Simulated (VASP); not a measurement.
A run of VASP 6.6.1 is set up as follows.

INCAR

```
SYSTEM = P
  ALGO = Normal
  DIPOL = 0.5 0.5 0.370
  EDIFF = 1E-7
  ENCUT = 520
  GGA = PE
  IDIPOL = 3
  ISIF = 2
  ISMEAR = 0
  IVDW = 12
  LASPH = .True.
  LCHARG = .False.
  LDIPOL = .True.
  LREAL = .False.
  LWAVE = .False.
  NBANDS = 18
  NELM = 60
  PREC = Accurate
  SIGMA = 0.05
```

The input KPOINTS:

```
k-points
0
Gamma
  9 9 1
  0 0 0
```

The input POSCAR:

```
P
1.0
    3.2540552129      0.0000000000      0.0000000000
   -1.6270276064      2.8180944797      0.0000000000
    0.0000000000      0.0000000000     19.9904919088
P
4
Direct
    0.3333333333      0.6666666667      0.2873989285
    0.6666666667      0.3333333333      0.2251070169
    0.0000000000      1.3333333333      0.5152695569
    0.3333333333      1.0000000000      0.4529776454
```

Potentials or basis: VASP PAW PBE potentials, release 64 (P).

The run is started by

```console
$ cat potpaw_PBE.64/P/POTCAR > POTCAR
$ mpirun -np 1 vasp_std > vasp.out
```

(1) Estimate the largest force.

(2) Predict the band gap on the k mesh.

(3) Estimate the dispersion energy per atom.

## Answers

(1) 0.179 eV/Å.

(2) 1.11 eV (least direct gap 1.62 eV).

(3) -0.267 eV.

Caveat: the cell differs from its parent crystal (layers slid over each other).
